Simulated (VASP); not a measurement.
# Mg (P6/mmm) in VASP: further runs, part 2 of 2

VASP 6.6.1. Earlier steps stand in the parts before.

## Step 6: Single point, PBE

INCAR reads:

```
ALGO = Normal
EDIFF = 1E-6
ENCUT = 520
GGA = PE
ISIF = 2
ISMEAR = 0
LASPH = True
LCHARG = False
LREAL = False
LWAVE = False
NBANDS = 7
NELM = 100
PREC = Accurate
SIGMA = 0.1
```

KPOINTS reads:

```
k-points
0
Gamma
  9 9 8
```

POSCAR reads:

```
Mg
1.0
    3.0502998005      0.0000000000      0.0000000000
   -1.5251499003      2.6416371164      0.0000000000
    0.0000000000      0.0000000000      3.0448375700
Mg
1
Direct
    0.0000000000      0.0000000000      0.0000000000
```

Potentials or basis: VASP PAW PBE potentials, release 64 (Mg).

The run is started by

```sh
> cat potpaw_PBE.64/Mg/POTCAR > POTCAR
> mpirun -np 1 vasp_std > vasp.out
```

OUTCAR:

```text
EDIFF = 1E-6
   ENCUT = 520
   GGA = PE
   ISIF = 2
   ISMEAR = 0
   LASPH = True
   LREAL = False
   NELM = 100
   PREC = Accurate

 ion  position               nearest neighbor table
   1  0.000  0.000  0.000-

  LATTYP: Found a hexagonal cell.
 ALAT       =     3.0502998005
 C/A-ratio  =     0.9982092808

  Lattice vectors:

 A1 = (   3.0502998005,   0.0000000000,   0.0000000000)
 A2 = (  -1.5251499003,   2.6416371164,   0.0000000000)
 A3 = (   0.0000000000,   0.0000000000,   3.0448375700)

Analysis of symmetry for initial positions (statically):
=====================================================================
 Subroutine PRICEL returns:
 Original cell was already a primitive cell.

 Routine SETGRP: Setting up the symmetry group for a
 hexagonal supercell.

 Subroutine GETGRP returns: Found 24 space group operations
 (whereof 24 operations were pure point group operations)
 out of a pool of 24 trial point group operations.

The static configuration has the point symmetry D_6h.

Analysis of symmetry for dynamics (positions and initial velocities):
=====================================================================
[... 153 lines left out ...]
  free energy    TOTEN  =        -1.27725629 eV

  energy without entropy =       -1.27446952  energy(sigma->0) =       -1.27586290

 E-fermi :   2.3409     XC(G=0):  -8.2656

 val. band max:        2.3335286325   @ k =   0.3333   0.3333   0.0000
 cond. band min:       2.3438449752   @ k =   0.2222   0.2222   0.5000
 fundamental gap:      0.0103163427
 Fermi energy:         2.3408672910

 k-point     1 :       0.0000    0.0000    0.0000
  band No.  band energies     occupation
      1      -4.3795      2.00000
      2      10.2690      0.00000
      3      11.0050      0.00000
      4      14.8259      0.00000
      5      14.8259      0.00000
      6      15.9242      0.00000
      7      15.9242      0.00000
[... 221 lines left out ...]
 k-point    24 :       0.3333    0.3333    0.1250
  band No.  band energies     occupation
      1       2.5625      0.00172
      2       2.5625      0.00172
      3       3.4325      0.00000
      4      14.0805      0.00000
      5      14.0805      0.00000
      6      14.7771      0.00000
      7      20.3328      0.00000

 [... further k-points ...]
[... 5 lines left out ...]
  --------------------------------------------------------------------------------------
  -------------------------------------------------------------------------------------
  Total        0.2394787      0.2394787      0.0654058     -0.0000000     -0.0000000     -0.0000000
  in kB       15.6385912     15.6385912      4.2711685     -0.0000000     -0.0000000     -0.0000000
  external PRESSURE =      11.8494503 kB  Pullay stress =       0.0000000 kB

 VOLUME and BASIS-vectors are now :
 -----------------------------------------------------------------------------
  energy-cutoff  :      520.00
  volume of cell :       24.53
      direct lattice vectors                 reciprocal lattice vectors
     3.050299800  0.000000000  0.000000000     0.327836628  0.189276565  0.000000000
    -1.525149900  2.641637116  0.000000000     0.000000000  0.378553130  0.000000000
     0.000000000  0.000000000  3.044837570     0.000000000  0.000000000  0.328424744

 POSITION                                       TOTAL-FORCE (eV/Angst)
 -----------------------------------------------------------------------------------
      0.00000      0.00000      0.00000        -0.000000      0.000000      0.000000
 -----------------------------------------------------------------------------------
    total drift:                               -0.000000      0.000000      0.000000

  FREE ENERGIE OF THE ION-ELECTRON SYSTEM (eV)
  ---------------------------------------------------
  free  energy   TOTEN  =        -1.2772562850 eV

  energy  without entropy=       -1.2744695162  energy(sigma->0) =       -1.27586290
```

OSZICAR:

```text
N       E                     dE             d eps       ncg     rms          rms(c)
DAV:   1    -0.688771446376E+00   -0.68877E+00   -0.74405E+02   903   0.189E+02
DAV:   2    -0.128425593327E+01   -0.59548E+00   -0.58342E+00  1106   0.101E+01
DAV:   3    -0.128673180449E+01   -0.24759E-02   -0.24705E-02  1155   0.724E-01
DAV:   4    -0.128673573028E+01   -0.39258E-05   -0.39257E-05  1239   0.207E-02
DAV:   5    -0.128673573306E+01   -0.27860E-08   -0.29060E-08  1113   0.596E-04    0.616E-01
DAV:   6    -0.128189924483E+01    0.48365E-02   -0.50146E-04  1029   0.121E-01    0.395E-01
DAV:   7    -0.127724729169E+01    0.46520E-02   -0.22977E-03   945   0.224E-01    0.225E-02
DAV:   8    -0.127725634764E+01   -0.90559E-05   -0.17213E-05  1190   0.240E-02    0.569E-03
DAV:   9    -0.127725628503E+01    0.62605E-07   -0.89615E-07  1197   0.384E-03
   1 F= -.12772563E+01 E0= -.12758629E+01  d E =-.278677E-02
```

stdout:

```text
POSCAR found type information on POSCAR Mg
 POSCAR found :  1 types and       1 ions
 scaLAPACK will be used
 LDA part: xc-table for (Slater+PW92), standard interpolation
 POSCAR, INCAR and KPOINTS ok, starting setup
 FFT: planning ... GRIDC
 FFT: planning ... GRID_SOFT
 FFT: planning ... GRID
 WAVECAR not read
 entering main loop
```

It took 16 s on 1 thread of AMD EPYC 7R13, shared host; peak memory 0.11 GiB.

What came out:

```
Free energy            : -1.2773 eV
Pressure               : 1.2 GPa
Band gap on the k mesh : zero (band 1 reaches 5.31 eV, above the bottom of band 2 at -0.07 eV)
```

## Step 7: Overview

| level | k mesh | smearing | gap on the mesh (eV) | pressure (GPa) |
| --- | --- | --- | --- | --- |
| PBE | 4 × 1 × 8 | gaussian 0.1 eV | none | -7.2 |
| BLYP | 3 × 5 × 2 | methfessel-paxton 0.1 eV | none | 4.0 |
| RPBE | 6 × 6 × 4 | gaussian 0.1 eV | none | 2.0 |
| r2SCAN | 7 × 3 × 2 | gaussian 0.1 eV | none | 1.5 |
| PBE | 9 × 9 × 8 | gaussian 0.1 eV | none | 1.2 |

Alike in all rows: task single point; potentials or basis VASP PAW PBE potentials, release 64 (Mg); no spin polarisation; cell as given; cutoff (eV) 520.

Caveats: some runs use coarse meshes; the PAW data sets were made with another functional, which shifts forces and pressure a little (some runs).

Total energies depend on the potentials used, so only differences within one code and one set of settings carry meaning.
